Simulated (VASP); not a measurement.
## W: single point with PBE

The system is W.

```
CELL_PARAMETERS angstrom
-1.60450 1.60450 1.60450
1.60450 -1.60450 1.60450
1.60450 1.60450 -1.60450
ATOMIC_POSITIONS crystal
W 0.00000 0.00000 0.00000
```

| Item | Value |
| --- | --- |
| Program | VASP 6.6.1 |
| Task | single point |
| Functional | PBE |
| Potentials or basis | VASP PAW PBE potentials, release 64 (W_sv) |
| Cutoff | 520 eV |
| k mesh | 18 × 18 × 18 |
| Occupations | gaussian, width 0.05 eV |
| Spin | no spin polarisation |

```json
{
 "Pressure": "-6.5 GPa",
 "Band gap on the k mesh": "zero (bands 7 and 8 overlap by 6.03 eV)"
}
```

Levels at points of the mesh, in eV from the Fermi level:
```tsv
k point	band 4	band 5	band 6	band 7	band 8	band 9	band 10	band 11
(0.00, 0.00, 0.00)	-37.85	-9.40	-1.16	-1.16	-1.16	2.17	2.17	14.42
(0.50, 0.00, 0.00)	-37.86	-6.01	-3.37	0.55	2.04	2.97	5.79	10.43
(0.50, 0.50, 0.50)	-38.64	-5.51	-5.51	4.88	4.88	4.88	7.92	7.92
```

Wall time 62 s on 1 thread of Intel Xeon 8259CL (shared host), peak memory 0.17 GiB.

Caveat: the cell stands under tension; spin-orbit coupling is left out, which moves the levels of the heavy elements.
